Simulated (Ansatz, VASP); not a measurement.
## Ru: VASP beside Ansatz

File INCAR:

```
PREC = Accurate
ENCUT = 520
EDIFF = 1E-6
ISMEAR = -1
SIGMA = 0.15
LREAL = F
LASPH = T
NELM = 60
ALGO = Normal
ISIF = 2
LWAVE = F
LCHARG = F
GGA = PE
NBANDS = 21
```

The input KPOINTS:

```
regular mesh
0
Gamma
  10 10 6
```

File POSCAR:

```
Ru
1.0
    2.7038898600      0.0000000000      0.0000000000
   -1.3519449300      2.3416373100      0.0000000000
    0.0000000000      0.0000000000      4.2816800000
Ru
2
Direct
    0.3333333300      0.6666666700      0.2500000000
    0.6666666700      0.3333333300      0.7500000000
```

Input for Ansatz:

```yaml
crystal:
  lattice:
    - [2.70388986, 0.0, 0.0]
    - [-1.35194493, 2.34163731, 0.0]
    - [0.0, 0.0, 4.28168]
  atoms:
    - { symbol: Ru, position: [0.33333333, 0.66666667, 0.25] }
    - { symbol: Ru, position: [0.66666667, 0.33333333, 0.75] }
hamiltonian:
  xc: pbe
  pseudopotentials: { kind: paw }
basis:
  ecutwfc: 420
kpoints:
  mp_grid: { grid: [10, 10, 6] }
scf:
  occupations: { method: fermi_dirac, width: 0.15 }
  lower_state_search: "off"
  max_iter: 80
output:
  forces: true
  stress: true
```

Alike in both runs: task single point; functional PBE; k mesh 10 × 10 × 6; occupations fermi-dirac, width 0.15 eV; no spin polarisation.

```csv
,VASP,Ansatz
version,VASP 6.6.1,Ansatz 0.2.0
potentials or method,"VASP PAW PBE potentials, release 64 (Ru_pv), cutoff 520 eV","PAW, plane waves, scalar-relativistic"
valence electrons in the cell,28,32
```

Ansatz gave:

- pressure (GPa): 5.7
- traceless stress, the component that is largest in VASP (GPa): -1.74

**Question.** Which values does VASP return?

**Answer.** Pressure (GPa): 5.6; traceless stress, the component that is largest in VASP (GPa): -1.72.

VASP's potentials hold 28 valence electrons a cell and Ansatz's 32, so a difference there can come from the potentials and not from the codes.
